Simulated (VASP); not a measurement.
# TiO2 (Pbcn) in VASP: relaxation of the atoms with PBE

Aim: the relaxation of the atoms of TiO2 with PBE.

All numbers are computed with VASP 6.6.1; they aren't measurements. Logs are shortened: lines on timing, memory, paths and dates and some standing lists are left out, and cuts for length are marked.

## Step 1: The cell of the first run

Symmetry: Pbcn, No. 60, orthorhombic system. Conventional cell: a = 4.515 Å, b = 5.497 Å, c = 4.939 Å, α = 90.00°, β = 90.00°, γ = 90.00°. Ti (site symmetry 2) has 6 O at 1.89 to 2.05 Å within 2.5 Å. O (site symmetry 1) has 3 Ti at 1.89 to 2.05 Å and 2 O at 2.51 to 2.52 Å within 2.6 Å.

## Step 2: Relaxation of the atoms, PBE

INCAR reads:

```
PREC     = Accurate       # precision mode
ENCUT    = 520            # plane-wave cutoff, eV
EDIFF    = 1E-6           # SCF threshold, eV
ISMEAR   = -1             # smearing method
SIGMA    = 0.02           # smearing width, eV
LREAL    = F              # projectors in reciprocal space
LASPH    = T              # aspherical terms in the spheres
NELM     = 60             # most SCF steps
ALGO     = Normal         # electronic algorithm
ISIF     = 2              # what is computed and relaxed
LWAVE    = F              # write WAVECAR
LCHARG   = F              # write CHGCAR
GGA      = PE             # functional
IBRION   = 2              # ionic algorithm
NSW      = 80             # ionic steps
EDIFFG   = -0.02          # ionic threshold
KPAR     = 2
```

KPOINTS reads:

```
regular mesh
0
Gamma
  4 4 4
```

POSCAR reads:

```
TiO2
1.0
    4.5150000000      0.0000000000      0.0000000000
    0.0000000000      5.4970000000      0.0000000000
    0.0000000000      0.0000000000      4.9390000000
Ti O
4 8
Direct
    0.0000000000      0.1710000000      0.2500000000
    0.5000000000      0.3290000000      0.7500000000
    0.0000000000      0.8290000000      0.7500000000
    0.5000000000      0.6710000000      0.2500000000
    0.2860000000      0.3760000000      0.4120000000
    0.2140000000      0.1240000000      0.9120000000
    0.7860000000      0.1240000000      0.5880000000
    0.7140000000      0.3760000000      0.0880000000
    0.7140000000      0.6240000000      0.5880000000
    0.7860000000      0.8760000000      0.0880000000
    0.2140000000      0.8760000000      0.4120000000
    0.2860000000      0.6240000000      0.9120000000
```

Potentials or basis: VASP PAW PBE potentials, release 64 (Ti_sv, O).

Launch:

```
> cat potpaw_PBE.64/Ti_sv/POTCAR potpaw_PBE.64/O/POTCAR > POTCAR
> mpirun -np 2 vasp_std > vasp.out
```

OUTCAR:

```text
PREC = Accurate
   ENCUT = 520
   EDIFF = 1E-6
   ISMEAR = -1
   LREAL = F
   LASPH = T
   NELM = 60
   ISIF = 2
   GGA = PE
   IBRION = 2
   NSW = 80
   EDIFFG = -0.02

 ion  position               nearest neighbor table
   1  0.000  0.171  0.250-   5 1.89   8 1.89   7 1.95   6 1.95  10 2.05  11 2.05
   2  0.500  0.329  0.750-   6 1.89   7 1.89   5 1.95   8 1.95   9 2.05  12 2.05
   3  0.000  0.829  0.750-   9 1.89  12 1.89  11 1.95  10 1.95   6 2.05   7 2.05
   4  0.500  0.671  0.250-  10 1.89  11 1.89   9 1.95  12 1.95   5 2.05   8 2.05
   5  0.286  0.376  0.412-   1 1.89   2 1.95   4 2.05
   6  0.214  0.124  0.912-   2 1.89   1 1.95   3 2.05
   7  0.786  0.124  0.588-   2 1.89   1 1.95   3 2.05
   8  0.714  0.376  0.088-   1 1.89   2 1.95   4 2.05
   9  0.714  0.624  0.588-   3 1.89   4 1.95   2 2.05
  10  0.786  0.876  0.088-   4 1.89   3 1.95   1 2.05
  11  0.214  0.876  0.412-   4 1.89   3 1.95   1 2.05
  12  0.286  0.624  0.912-   3 1.89   4 1.95   2 2.05

  LATTYP: Found a simple orthorhombic cell.
 ALAT       =     4.5150000000
 B/A-ratio  =     1.0939091916
 C/A-ratio  =     1.2174972315

  Lattice vectors:

 A1 = (  -4.5150000000,   0.0000000000,   0.0000000000)
 A2 = (   0.0000000000,   0.0000000000,   4.9390000000)
 A3 = (   0.0000000000,   5.4970000000,   0.0000000000)

Analysis of symmetry for initial positions (statically):
=====================================================================
 Subroutine PRICEL returns:
 Original cell was already a primitive cell.

 Routine SETGRP: Setting up the symmetry group for a
 simple orthorhombic supercell.

 Subroutine GETGRP returns: Found  8 space group operations
 (whereof  2 operations were pure point group operations)
 out of a pool of  8 trial point group operations.

The static configuration has the point symmetry S_2 .
 The point group associated with its full space group is D_2h.

Analysis of symmetry for dynamics (positions and initial velocities):
=====================================================================
 Subroutine PRICEL returns:
 Original cell was already a primitive cell.

 Routine SETGRP: Setting up the symmetry group for a
 simple orthorhombic supercell.

 Subroutine GETGRP returns: Found  8 space group operations
 (whereof  2 operations were pure point group operations)
 out of a pool of  8 trial point group operations.

The dynamic configuration has the point symmetry S_2 .
 The point group associated with its full space group is D_2h.

 Subroutine INISYM returns: Found  8 space group operations
 (whereof  2 operations are pure point group operations),
 and found     1 'primitive' translations

----------------------------------------------------------------------------------------

                                     Primitive cell

  volume of cell :     122.5808

  direct lattice vectors                    reciprocal lattice vectors
     4.515000000  0.000000000  0.000000000     0.221483942  0.000000000  0.000000000
     0.000000000  5.497000000  0.000000000     0.000000000  0.181917409  0.000000000
     0.000000000  0.000000000  4.939000000     0.000000000  0.000000000  0.202470136

  length of vectors
     4.515000000  5.497000000  4.939000000     0.221483942  0.181917409  0.202470136

  position of ions in fractional coordinates (direct lattice)
     0.000000000  0.171000000  0.250000000
     0.500000000  0.329000000  0.750000000
     0.000000000  0.829000000  0.750000000
     0.500000000  0.671000000  0.250000000
     0.286000000  0.376000000  0.412000000
     0.214000000  0.124000000  0.912000000
     0.786000000  0.124000000  0.588000000
     0.714000000  0.376000000  0.088000000
     0.714000000  0.624000000  0.588000000
     0.786000000  0.876000000  0.088000000
     0.214000000  0.876000000  0.412000000
     0.286000000  0.624000000  0.912000000

  ion indices of the primitive-cell ions
   primitive index   ion index
                 1           1
                 2           2
                 3           3
                 4           4
                 5           5
                 6           6
                 7           7
                 8           8
                 9           9
                10          10
                11          11
                12          12

----------------------------------------------------------------------------------------

 KPOINTS: regular mesh

Automatic generation of k-mesh.
 Grid dimensions read from file:
 generate k-points for:    4    4    4

 Generating k-lattice:

  Cartesian coordinates                     Fractional coordinates (reciprocal lattice)
     0.055370986  0.000000000  0.000000000     0.250000000  0.000000000  0.000000000
     0.000000000  0.045479352  0.000000000     0.000000000  0.250000000  0.000000000
     0.000000000  0.000000000  0.050617534     0.000000000  0.000000000  0.250000000

  Length of vectors
     0.055370986  0.045479352  0.050617534

  Shift w.r.t. Gamma in fractional coordinates (k-lattice)
     0.000000000  0.000000000  0.000000000

 Subroutine IBZKPT returns following result:
 ===========================================

 Found     27 irreducible k-points:

 Following reciprocal coordinates:
            Coordinates               Weight
  0.000000  0.000000  0.000000      1.000000
  0.250000  0.000000  0.000000      2.000000
  0.500000  0.000000  0.000000      1.000000
  0.000000  0.250000  0.000000      2.000000
  0.250000  0.250000  0.000000      4.000000
  0.500000  0.250000  0.000000      2.000000
[... 16 lines left out ...]
  0.250000  0.250000  0.500000      4.000000
  0.500000  0.250000  0.500000      2.000000
 [... further k-points ...]
   k-points           NKPTS =     27   k-points in BZ     NKDIM =     27   number of bands    NBANDS=     57
   number of dos      NEDOS =    301   number of ions     NIONS =     12
   total plane-waves  NPLWV =  60480
   dimension x,y,z NGX =    36 NGY =   42 NGZ =   40
   dimension x,y,z NGXF=    72 NGYF=   84 NGZF=   80
   ions per type =               4   8
   NGX,Y,Z   is equivalent  to a cutoff of  13.26, 12.70, 13.46 a.u.
   NGXF,Y,Z  is equivalent  to a cutoff of  26.51, 25.40, 26.93 a.u.
 SYSTEM =  unknown system
   PREC   = accura    normal or accurate (medium, high low for compatibility)
   ISTART =      0    job   : 0-new  1-cont  2-samecut
   ICHARG =      2    charge: 1-file 2-atom 10-const
   ISPIN  =      1    spin polarized calculation?
   LNONCOLLINEAR =      F non collinear calculations
   LSORBIT =      F    spin-orbit coupling
   LASPH  =      T    aspherical Exc in radial PAW
   ENCUT  =  520.0 eV  38.22 Ry    6.18 a.u.   8.39 10.22  9.18*2*pi/ulx,y,z
   NELM   =     60;   NELMIN=  2; NELMDL= -5     # of ELM steps
   EDIFF  = 0.1E-05   stopping-criterion for ELM
   LREAL  =      F    real-space projection
   EDIFFG = -.2E-01   stopping-criterion for IOM
   NSW    =     80    number of steps for IOM
   IBRION =      2    ionic relax: 0-MD 1-quasi-New 2-CG
   NFREE  =      1    steps in history (QN), initial steepest desc. (CG)
   ISIF   =      2    stress and relaxation
   ISYM   =      2    0-nonsym 1-usesym 2-fastsym
   POTIM  = 0.5000    time-step for ionic-motion
   TEBEG  =    0.0;   TEEND  =   0.0 temperature during run
   PSTRESS=    0.0 pullay stress
   NELECT =      96.0000    total number of electrons
   NUPDOWN=      -1.0000    fix difference up-down
   EMIN   =  10.00;   EMAX   =-10.00  energy-range for DOS
   EFERMI =   0.00;   METHOD = LEGACY
   ISMEAR =    -1;   SIGMA  =   0.02  broadening in eV -4-tet -1-fermi 0-gaus
   EFERMI_NEDOS =   21; number of points for ismear=-14 and -15
   IALGO  =     38    algorithm
   IMIX   =      4    mixing-type and parameters
     AMIX     =   0.40;   BMIX     =  1.00
     AMIX_MAG =   1.60;   BMIX_MAG =  1.00
  volume/ion in A,a.u.               =      10.22        68.93
  Fermi-wavevector in a.u.,A,eV,Ry     =   1.509006  2.851609 30.981829  2.277100
  Thomas-Fermi vector in A             =   2.619386
   LORBIT       =      0    0 simple, 1 ext, 2 COOP (PROOUT), +10 PAW based schemes
   GGA     = PE    functional components
   LHFCALC =     F    Hartree Fock is set to
   AEXX    =    0.0000 exact exchange contribution
   IVDW    =     0    specifies the selected vdW correction
   LEPSILON=     F    determine dielectric tensor
   LRPA    =     F    only Hartree local field effects (RPA)
 conjugate gradient relaxation of ions
 non-spin polarized calculation
  energy-cutoff  :      520.00
  volume of cell :      122.58
 maximum number of plane-waves:      3320
 NGX is ok and might be reduce to    36
   NGX = 17   NGY = 21   NGZ = 19

--------------------------------------- Ionic step        1  -------------------------------------------

 number of electron      95.9999961 magnetization

 Free energy of the ion-electron system (eV)
  ---------------------------------------------------
  ext. energy  EPLUGINS =         0.00000000
  ---------------------------------------------------
  free energy    TOTEN  =      -107.13309186 eV

  energy without entropy =     -107.13309186  energy(sigma->0) =     -107.13309186

------------------------ aborting loop because EDIFF is reached ----------------------------------------

  FORCE on cell =-STRESS in cart. coord.  units (eV):
  Direction    XX          YY          ZZ          XY          YZ          ZX
  --------------------------------------------------------------------------------------
  -------------------------------------------------------------------------------------
  Total        7.5808593      4.6531156      4.9757147      0.0000000      0.0000000      0.0000000
  in kB       99.0846773     60.8179686     65.0344595      0.0000000      0.0000000      0.0000000
  external PRESSURE =      74.9790351 kB  Pullay stress =       0.0000000 kB
[... 119 lines left out ...]
  FREE ENERGIE OF THE ION-ELECTRON SYSTEM (eV)
  ---------------------------------------------------
  free  energy   TOTEN  =      -107.2766425475 eV

  energy  without entropy=     -107.2766425475  energy(sigma->0) =     -107.27664255

[... ionic steps 4 to 7 ...]

--------------------------------------- Ionic step        8  -------------------------------------------

 number of electron      96.0000012 magnetization

------------------------ aborting loop because EDIFF is reached ----------------------------------------

  FORCE on cell =-STRESS in cart. coord.  units (eV):
  Direction    XX          YY          ZZ          XY          YZ          ZX
  --------------------------------------------------------------------------------------
  -------------------------------------------------------------------------------------
  Total        5.1304307      5.0201052      2.9241664      0.0000000      0.0000000      0.0000000
  in kB       67.0566556     65.6146600     38.2199530      0.0000000      0.0000000      0.0000000
  external PRESSURE =      56.9637562 kB  Pullay stress =       0.0000000 kB
[... 77 lines left out ...]
  energy  without entropy=     -107.3335838659  energy(sigma->0) =     -107.33358387

--------------------------------------- Ionic step       10  -------------------------------------------

 number of electron      96.0000011 magnetization

 Free energy of the ion-electron system (eV)
  ---------------------------------------------------
  ext. energy  EPLUGINS =         0.00000000
  ---------------------------------------------------
  free energy    TOTEN  =      -107.33382657 eV

  energy without entropy =     -107.33382657  energy(sigma->0) =     -107.33382657

 E-fermi :   5.2012     XC(G=0): -11.5514

 val. band max:        4.7192485462   @ k =   0.0000   0.0000   0.0000
 cond. band min:       7.3194767703   @ k =   0.0000   0.0000   0.5000
 fundamental gap:      2.6002282241
 Fermi energy:         5.2012057933

 k-point     1 :       0.0000    0.0000    0.0000
  band No.  band energies     occupation
      1     -51.7324      2.00000
      2     -51.7097      2.00000
      3     -51.7028      2.00000
      4     -51.6976      2.00000
      5     -28.1718      2.00000
      6     -28.0970      2.00000
[... 1429 lines left out ...]
     56       8.2159      0.00000
     57       8.6839      0.00000

 [... further k-points ...]

------------------------ aborting loop because EDIFF is reached ----------------------------------------

  FORCE on cell =-STRESS in cart. coord.  units (eV):
  Direction    XX          YY          ZZ          XY          YZ          ZX
  --------------------------------------------------------------------------------------
  -------------------------------------------------------------------------------------
  Total        5.2092353      4.9557833      3.0074289      0.0000000      0.0000000      0.0000000
  in kB       68.0866614     64.7739483     39.3082244      0.0000000      0.0000000      0.0000000
  external PRESSURE =      57.3896114 kB  Pullay stress =       0.0000000 kB
[... 27 lines left out ...]
  FREE ENERGIE OF THE ION-ELECTRON SYSTEM (eV)
  ---------------------------------------------------
  free  energy   TOTEN  =      -107.3338265723 eV

  energy  without entropy=     -107.3338265723  energy(sigma->0) =     -107.33382657

 reached required accuracy - stopping structural energy minimisation
```

Wall time 10 min (2 MPI ranks of Intel Xeon Platinum 8259CL at 2.50GHz (Skylake/Cascade Lake), shared host); peak memory 0.33 GiB.

Results:

| Quantity | Value |
| --- | --- |
| Free energy | -107.3338 eV |
| Energy gained by relaxing | 16.7 meV/atom |
| Ionic steps | 10 |
| Pressure after relaxing | 5.7 GPa |
| Largest force after relaxing | 0.011 eV/Å |
| Band gap on the k mesh | 2.60 eV (least direct gap 2.63 eV) |

Forces on the atoms (eV/Å):
```
Ti   0.000  0.005  0.000
Ti   0.000 -0.005  0.000
Ti   0.000 -0.005  0.000
Ti   0.000  0.005  0.000
O   -0.007 -0.006 -0.005
O    0.007  0.006 -0.005
O   -0.007  0.006  0.005
O    0.007 -0.006  0.005
O    0.007  0.006  0.005
O   -0.007 -0.006  0.005
O    0.007 -0.006 -0.005
O   -0.007  0.006 -0.005
```

The path:
```
step  energy change (eV)  largest force (eV/Å)  pressure (GPa)
   1              0.0000                0.6949            7.50
   2             -0.1258                0.3168            7.26
   3             -0.1436                0.3123            7.33
   4             -0.1790                0.1764            6.66
   5             -0.1932                0.1092            5.98
   6             -0.1933                0.1157            5.94
   7             -0.1968                0.0860            5.87
   8             -0.2005                0.0289            5.70
   9             -0.2005                0.0276            5.70
  10             -0.2007                0.0108            5.74
```

Final structure:
```
Ti O
1.0
     4.51500    0.00000    0.00000
     0.00000    5.49700    0.00000
     0.00000    0.00000    4.93900
Ti O
4 8
Direct
  0.00000 0.17388 0.25000
  0.50000 0.32612 0.75000
  0.00000 0.82612 0.75000
  0.50000 0.67388 0.25000
  0.27041 0.38238 0.41973
  0.22959 0.11762 0.91973
  0.77041 0.11762 0.58027
  0.72959 0.38238 0.08027
  0.72959 0.61762 0.58027
  0.77041 0.88238 0.08027
  0.22959 0.88238 0.41973
  0.27041 0.61762 0.91973
```
